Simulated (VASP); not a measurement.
Set up this calculation in VASP 6.6.1, as the native input.

* Task: single point
* Functional: PBE
* Potentials or basis: VASP PAW PBE potentials, release 64 (As)
* Cutoff: 520 eV
* k mesh: 9 × 9 × 9
* Occupations: fermi-dirac, width 0.05 eV
* Spin: no spin polarisation
* Dipole correction: no
* Further INCAR settings: ALGO = Normal; EDIFF = 1e-06; NBANDS = 12

The structure of As lies in POSCAR:

```
As
1.0
    1.8580854186      1.0727661166      3.1935239930
   -1.8580854186      1.0727661166      3.1935239930
    0.0000000000     -2.1455322332      3.1935239930
As
2
Direct
    0.2342610189      0.2342610189      0.2342610189
    0.7657389811      0.7657389811      0.7657389811
```

These files were run (other wordings do the same):

INCAR

```
ALGO = Normal
EDIFF = 1E-6
ENCUT = 520
GGA = PE
ISIF = 2
ISMEAR = -1
LASPH = T
LCHARG = F
LREAL = F
LWAVE = F
NBANDS = 12
NELM = 80
PREC = Accurate
SIGMA = 0.05
```

KPOINTS

```
k-points
0
Gamma
  9 9 9
```

Potentials or basis: VASP PAW PBE potentials, release 64 (As).

Launch:

```console
$ cat potpaw_PBE.64/As/POTCAR > POTCAR
$ mpirun -np 1 vasp_std > vasp.out
```

It gave:

```yaml
Pressure: 10.4 GPa
Largest_force: 0.051 eV/Å
Band_gap_on_the_k_mesh: zero (band 5 reaches 6.88 eV, above the bottom of band 6 at 6.75 eV)
```

Run time: 26 s on 1 thread of Intel(R) Xeon(R) Platinum 8488C (Sapphire Rapids) (shared host), peak memory 0.17 GiB.
